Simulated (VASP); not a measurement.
Here is a VASP 6.6.1 calculation.

File INCAR:

```
PREC = Accurate ; ENCUT = 520
EDIFF = 1E-7 ; ISMEAR = 0
SIGMA = 0.05 ; LREAL = False
LASPH = True ; NELM = 60
ALGO = Normal ; ISIF = 2
LWAVE = False ; LCHARG = False
GGA = PS ; NBANDS = 15
```

File KPOINTS:

```
Automatic mesh
0
Gamma
  8 8 8
```

POSCAR

```
BaS
1.0
    0.0000000000      3.4733392194      3.4733392194
    3.4733392194      0.0000000000      3.4733392194
    3.4733392194      3.4733392194      0.0000000000
Ba S
1 1
Direct
    0.0000000000      0.0000000000      0.0000000000
    0.2500000000      0.2500000000      0.2500000000
```

Potentials or basis: VASP PAW PBE potentials, release 64 (Ba_sv, S).

The run is started by

```console
$ cat potpaw_PBE.64/Ba_sv/POTCAR potpaw_PBE.64/S/POTCAR > POTCAR
$ mpirun -np 1 vasp_std > vasp.out
```

Q: Estimate the pressure.

A: 0.4 GPa.

Q: Estimate the band gap on the k mesh.

A: 2.68 eV, indirect (least direct gap 3.32 eV).

Caveat: the PAW data sets were made with another functional, which shifts forces and pressure a little; spin-orbit coupling is left out, which moves the levels of the heavy elements. A k mesh can miss the band edges.
